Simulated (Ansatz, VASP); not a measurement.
**Ga in VASP and in Ansatz**

```
Ga
1.0
    -1.74064    1.74064    1.74064
     1.74064   -1.74064    1.74064
     1.74064    1.74064   -1.74064
Ga
1
Direct
  0.00000 0.00000 0.00000
```

Alike in both runs: task single point; functional r2SCAN; k mesh 8 × 8 × 8; occupations gaussian, width 0.1 eV; no spin polarisation.

|  | VASP | Ansatz |
| --- | --- | --- |
| version | VASP 6.6.1 | Ansatz 0.2.0 |
| potentials or method | VASP PAW PBE potentials, release 64 (Ga_d), cutoff 520 eV | scalar-relativistic, plane waves, PAW |
| valence electrons in the cell | 13 | 13 |

```tsv
	VASP	Ansatz	Ansatz less VASP
gap on the k mesh at the Fermi level (eV)	none	none	-
pressure (GPa)	-5.4	-5.5	-0.07
```

VASP's potentials were made for PBE, not for r2SCAN. A gap of «none» marks a metal or a gap that the smearing closes. The functional is the same, so the differences come from potentials, cutoffs and numerics.
